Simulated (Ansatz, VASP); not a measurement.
## Two plane-wave programs on Ti2B2Os

```
CELL_PARAMETERS angstrom
4.13960 0.00000 0.00000
0.00000 4.13960 0.00000
0.00000 0.00000 5.44772
ATOMIC_POSITIONS crystal
Ti 0.00000 0.50000 0.50000
Ti 0.50000 0.00000 0.50000
B 0.00000 0.00000 0.35462
B 0.00000 0.00000 0.64538
Os 0.00000 0.00000 0.00000
```

Alike in both runs: functional PBE; k mesh 6 × 6 × 4; occupations gaussian, width 0.1 eV; no spin polarisation.

Ansatz relaxed the structure, and its values are those at the end. VASP's run is a single point on that final structure, the one shown.

|  | VASP | Ansatz |
| --- | --- | --- |
| version | VASP 6.6.1 | Ansatz 0.2.0 |
| potentials or method | VASP PAW PBE potentials, release 64 (Ti_sv, B, Os), cutoff 520 eV | scalar-relativistic, plane waves, PAW |
| valence electrons in the cell | 38 | 46 |

Ansatz gave:

| Property | Result |
| --- | --- |
| gap on the k mesh at the Fermi level (eV) | none |
| pressure (GPa) | -0.3 |
| rms of the force components (eV/Å) | 0.008 |

**Question.** What did VASP give for the same quantities?

**Answer.** gap on the k mesh at the Fermi level (eV): none; pressure (GPa): 0.0; rms of the force components (eV/Å): 0.042.

A gap of «none» marks a metal or a gap that the smearing closes. VASP's potentials hold 38 valence electrons a cell and Ansatz's 46, so a difference there can come from the potentials and not from the codes.

Neither program's run includes spin-orbit coupling.
